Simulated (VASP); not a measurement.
# Pt (P6_3/mmc) in VASP: a series of runs, part 2 of 3

VASP 6.6.1.

**3. Single point, PBEsol**

This run uses another cell than the first one, of 15.81 Å³/atom.

The input, INCAR:

```
ALGO = Normal
EDIFF = 1E-6
ENCUT = 500
GGA = PS
GGA_COMPAT = False
ISIF = 2
ISMEAR = 0
LASPH = True
LCHARG = False
LREAL = False
LWAVE = False
NBANDS = 17
NELM = 120
PREC = Accurate
SIGMA = 0.1
```

The input, KPOINTS:

```
k-points
0
Gamma
  9 9 4
```

The input, POSCAR:

```
Pt
1.0
    2.7606656158      0.0000000000      0.0000000000
   -1.3803328079      2.3908065546      0.0000000000
    0.0000000000      0.0000000000      4.7921340000
Pt
2
Direct
    0.6666666700      0.3333333300      0.7500000000
    0.3333333300      0.6666666700      0.2500000000
```

Potentials or basis: VASP PAW PBE potentials, release 64 (Pt).

Run with:

```bash
cat potpaw_PBE.64/Pt/POTCAR > POTCAR
mpirun -np 1 vasp_std > vasp.out
```

OUTCAR:

```text
EDIFF = 1E-6
   ENCUT = 500
   GGA = PS
   ISIF = 2
   ISMEAR = 0
   LASPH = True
   LREAL = False
   NELM = 120
   PREC = Accurate

 ion  position               nearest neighbor table
   1  0.667  0.333  0.750-   2 2.88   2 2.88   2 2.88   2 2.88   2 2.88   2 2.88
   2  0.333  0.667  0.250-   1 2.88   1 2.88   1 2.88   1 2.88   1 2.88   1 2.88

  LATTYP: Found a hexagonal cell.
 ALAT       =     2.7606656158
 C/A-ratio  =     1.7358618054

  Lattice vectors:

 A1 = (   2.7606656158,   0.0000000000,   0.0000000000)
 A2 = (  -1.3803328079,   2.3908065546,   0.0000000000)
 A3 = (   0.0000000000,   0.0000000000,   4.7921340000)

Analysis of symmetry for initial positions (statically):
=====================================================================
 Subroutine PRICEL returns:
 Original cell was already a primitive cell.

 Routine SETGRP: Setting up the symmetry group for a
 hexagonal supercell.

 Subroutine GETGRP returns: Found 24 space group operations
 (whereof 12 operations were pure point group operations)
 out of a pool of 24 trial point group operations.

The static configuration has the point symmetry D_3d.
 The point group associated with its full space group is D_6h.

Analysis of symmetry for dynamics (positions and initial velocities):
=====================================================================
 Subroutine PRICEL returns:
 Original cell was already a primitive cell.

 Routine SETGRP: Setting up the symmetry group for a
 hexagonal supercell.

 Subroutine GETGRP returns: Found 24 space group operations
 (whereof 12 operations were pure point group operations)
 out of a pool of 24 trial point group operations.

The dynamic configuration has the point symmetry D_3d.
 The point group associated with its full space group is D_6h.

 Subroutine INISYM returns: Found 24 space group operations
 (whereof 12 operations are pure point group operations),
 and found     1 'primitive' translations

----------------------------------------------------------------------------------------

                                     Primitive cell

  volume of cell :      31.6291

  direct lattice vectors                    reciprocal lattice vectors
     2.760665616  0.000000000  0.000000000     0.362231483  0.209134444  0.000000000
    -1.380332808  2.390806555  0.000000000     0.000000000  0.418268888  0.000000000
     0.000000000  0.000000000  4.792134000     0.000000000  0.000000000  0.208675300

  length of vectors
     2.760665616  2.760665616  4.792134000     0.418268888  0.418268888  0.208675300

  position of ions in fractional coordinates (direct lattice)
     0.666666670  0.333333330  0.750000000
     0.333333330  0.666666670  0.250000000

  ion indices of the primitive-cell ions
   primitive index   ion index
                 1           1
                 2           2

----------------------------------------------------------------------------------------

 KPOINTS: k-points

Automatic generation of k-mesh.
 Grid dimensions read from file:
 generate k-points for:    9    9    4

 Generating k-lattice:

  Cartesian coordinates                     Fractional coordinates (reciprocal lattice)
     0.040247943  0.023237160  0.000000000     0.111111111  0.000000000  0.000000000
     0.000000000  0.046474321  0.000000000     0.000000000  0.111111111  0.000000000
     0.000000000  0.000000000  0.052168825     0.000000000  0.000000000  0.250000000

  Length of vectors
     0.046474321  0.046474321  0.052168825

  Shift w.r.t. Gamma in fractional coordinates (k-lattice)
     0.000000000  0.000000000  0.000000000

 Subroutine IBZKPT returns following result:
 ===========================================

 Found     36 irreducible k-points:

 Following reciprocal coordinates:
            Coordinates               Weight
  0.000000  0.000000  0.000000      1.000000
  0.111111  0.000000  0.000000      6.000000
  0.222222  0.000000  0.000000      6.000000
  0.333333  0.000000  0.000000      6.000000
  0.444444  0.000000  0.000000      6.000000
  0.111111  0.111111  0.000000      6.000000
[... 16 lines left out ...]
  0.333333  0.222222  0.250000     24.000000
  0.333333  0.333333  0.250000      4.000000
 [... further k-points ...]
   k-points           NKPTS =     36   k-points in BZ     NKDIM =     36   number of bands    NBANDS=     17
   number of dos      NEDOS =    301   number of ions     NIONS =      2
   total plane-waves  NPLWV =  14400
   dimension x,y,z NGX =    20 NGY =   20 NGZ =   36
   dimension x,y,z NGXF=    40 NGYF=   40 NGZF=   72
   ions per type =               2
   NGX,Y,Z   is equivalent  to a cutoff of  12.04, 12.04, 12.49 a.u.
   NGXF,Y,Z  is equivalent  to a cutoff of  24.09, 24.09, 24.98 a.u.
 SYSTEM =  unknown system
   PREC   = accura    normal or accurate (medium, high low for compatibility)
   ISTART =      0    job   : 0-new  1-cont  2-samecut
   ICHARG =      2    charge: 1-file 2-atom 10-const
   ISPIN  =      1    spin polarized calculation?
   LNONCOLLINEAR =      F non collinear calculations
   LSORBIT =      F    spin-orbit coupling
   LASPH  =      T    aspherical Exc in radial PAW
   ENCUT  =  500.0 eV  36.75 Ry    6.06 a.u.   5.03  5.03  8.74*2*pi/ulx,y,z
   NELM   =    120;   NELMIN=  2; NELMDL= -5     # of ELM steps
   EDIFF  = 0.1E-05   stopping-criterion for ELM
   LREAL  =      F    real-space projection
   EDIFFG = 0.1E-04   stopping-criterion for IOM
   NSW    =      0    number of steps for IOM
   IBRION =     -1    ionic relax: 0-MD 1-quasi-New 2-CG
   NFREE  =      0    steps in history (QN), initial steepest desc. (CG)
   ISIF   =      2    stress and relaxation
   ISYM   =      2    0-nonsym 1-usesym 2-fastsym
   POTIM  = 0.5000    time-step for ionic-motion
   TEBEG  =    0.0;   TEEND  =   0.0 temperature during run
   PSTRESS=    0.0 pullay stress
   NELECT =      20.0000    total number of electrons
   NUPDOWN=      -1.0000    fix difference up-down
   EMIN   =  10.00;   EMAX   =-10.00  energy-range for DOS
   EFERMI =   0.00;   METHOD = LEGACY
   ISMEAR =     0;   SIGMA  =   0.10  broadening in eV -4-tet -1-fermi 0-gaus
   EFERMI_NEDOS =   21; number of points for ismear=-14 and -15
   IALGO  =     38    algorithm
   IMIX   =      4    mixing-type and parameters
     AMIX     =   0.40;   BMIX     =  1.00
     AMIX_MAG =   1.60;   BMIX_MAG =  1.00
  volume/ion in A,a.u.               =      15.81       106.72
  Fermi-wavevector in a.u.,A,eV,Ry     =   1.405149  2.655347 26.863944  1.974444
  Thomas-Fermi vector in A             =   2.527639
   LORBIT       =      0    0 simple, 1 ext, 2 COOP (PROOUT), +10 PAW based schemes
   GGA     = PS    functional components
   LHFCALC =     F    Hartree Fock is set to
   AEXX    =    0.0000 exact exchange contribution
   IVDW    =     0    specifies the selected vdW correction
   LEPSILON=     F    determine dielectric tensor
   LRPA    =     F    only Hartree local field effects (RPA)
 non-spin polarized calculation
 Gauss-broadening in eV      SIGMA  =   0.10
  energy-cutoff  :      500.00
  volume of cell :       31.63
 maximum number of plane-waves:       825
   NGX = 11   NGY = 11   NGZ = 17

 number of electron      19.9999999 magnetization

 Free energy of the ion-electron system (eV)
  ---------------------------------------------------
  ext. energy  EPLUGINS =         0.00000000
  ---------------------------------------------------
  free energy    TOTEN  =       -13.75388953 eV

  energy without entropy =      -13.72905254  energy(sigma->0) =      -13.74147104

 E-fermi :  10.1678     XC(G=0): -13.3441

 val. band max:       10.1473978752   @ k =   0.3333   0.1111   0.5000
 cond. band min:      10.1859419804   @ k =   0.3333   0.0000   0.0000
 fundamental gap:      0.0385441052
 Fermi energy:        10.1678332518

 k-point     1 :       0.0000    0.0000    0.0000
  band No.  band energies     occupation
      1       0.4302      2.00000
      2       3.0939      2.00000
      3       6.2335      2.00000
      4       6.7570      2.00000
      5       6.7570      2.00000
      6       7.1216      2.00000
[... 9 lines left out ...]
     16      27.4485      0.00000
     17      31.1863      0.00000
[... 441 lines left out ...]
 k-point    24 :       0.3333    0.3333    0.2500
  band No.  band energies     occupation
      1       5.1063      2.00000
      2       5.2646      2.00000
      3       5.2646      2.00000
      4       5.9092      2.00000
      5       6.5231      2.00000
      6       6.5231      2.00000
[... 9 lines left out ...]
     16      20.7913      0.00000
     17      25.7524      0.00000

 [... further k-points ...]

------------------------ aborting loop because EDIFF is reached ----------------------------------------

  FORCE on cell =-STRESS in cart. coord.  units (eV):
  Direction    XX          YY          ZZ          XY          YZ          ZX
  --------------------------------------------------------------------------------------
  -------------------------------------------------------------------------------------
  Total       -2.2977641     -2.2977641     -2.0546979      0.0000000      0.0000000      0.0000000
  in kB     -116.3935275   -116.3935275   -104.0809770      0.0000000      0.0000000      0.0000000
  external PRESSURE =    -112.2893440 kB  Pullay stress =       0.0000000 kB

 VOLUME and BASIS-vectors are now :
 -----------------------------------------------------------------------------
  energy-cutoff  :      500.00
  volume of cell :       31.63
      direct lattice vectors                 reciprocal lattice vectors
     2.760665616  0.000000000  0.000000000     0.362231483  0.209134444  0.000000000
    -1.380332808  2.390806555  0.000000000     0.000000000  0.418268888  0.000000000
     0.000000000  0.000000000  4.792134000     0.000000000  0.000000000  0.208675300

 POSITION                                       TOTAL-FORCE (eV/Angst)
 -----------------------------------------------------------------------------------
      1.38033      0.79694      3.59410         0.000000     -0.000000      0.000000
     -0.00000      1.59387      1.19803        -0.000000      0.000000      0.000000
 -----------------------------------------------------------------------------------
    total drift:                               -0.000001      0.000001     -0.000000

  FREE ENERGIE OF THE ION-ELECTRON SYSTEM (eV)
  ---------------------------------------------------
  free  energy   TOTEN  =       -13.7538895309 eV

  energy  without entropy=      -13.7290525413  energy(sigma->0) =      -13.74147104
```

stdout:

```text
POSCAR found type information on POSCAR Pt
 POSCAR found :  1 types and       2 ions
 scaLAPACK will be used
 -----------------------------------------------------------------------------
|                                                                             |
|                                                                             |
|     You enforced a specific xc type in the INCAR file but a different       |
|     I HOPE YOU KNOW WHAT YOU ARE DOING!                                     |
|                                                                             |
 -----------------------------------------------------------------------------

 LDA part: xc-table for (Slater+PW92), standard interpolation
 POSCAR, INCAR and KPOINTS ok, starting setup
 FFT: planning ... GRIDC
 FFT: planning ... GRID_SOFT
 FFT: planning ... GRID
 WAVECAR not read
 entering main loop
```

It took 7.6 s on 1 thread of Intel Xeon 6975P-C (Granite Rapids), shared host; peak memory 0.15 GiB.

Results:

| Property | Result |
| --- | --- |
| Free energy | -13.7539 eV |
| Pressure | -11.2 GPa |
| Band gap on the k mesh | zero (bands 10 and 11 overlap by 1.13 eV) |

Levels at points of the mesh, in eV from the Fermi level:
```tsv
k point	band 6	band 7	band 8	band 9	band 10	band 11	band 12	band 13	band 14	band 15
(0.00, 0.00, 0.00)	-3.05	-3.05	-1.78	-1.78	-0.77	-0.20	-0.20	4.64	15.11	15.68
(0.00, 0.00, 0.50)	-3.40	-3.40	-3.40	-0.77	-0.77	-0.77	-0.77	11.87	11.87	15.54
```

Caveat: the cell stands under tension; the PAW data sets were made with another functional, which shifts forces and pressure a little; spin-orbit coupling is left out, which moves the levels of the heavy elements.

[end of part 2 of 3]
